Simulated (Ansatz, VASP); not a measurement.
# One calculation of BaF2, two programs

```
CELL_PARAMETERS angstrom
0.00000 3.09716 3.09716
3.09716 0.00000 3.09716
3.09716 3.09716 0.00000
ATOMIC_POSITIONS crystal
Ba 0.00000 0.00000 0.00000
F 0.25000 0.25000 0.25000
F 0.75000 0.75000 0.75000
```

Alike in both runs: task single point; functional PBE; k mesh 8 × 8 × 8; no spin polarisation.

```csv
,VASP,Ansatz
version,VASP 6.6.1,Ansatz 0.2.0
potentials or method,"VASP PAW PBE potentials, release 64 (Ba_sv, F)","plane waves, PAW"
plane-wave cutoff (eV),600,420
occupations,"gaussian, width 0.01 eV",fixed
valence electrons in the cell,24,24
```

```tsv
	VASP	Ansatz	Ansatz less VASP
gap on the k mesh at the Fermi level (eV)	6.78	6.84	+0.066
pressure (GPa)	2.5	1.4	-1.02
```

Spin-orbit coupling is off throughout.
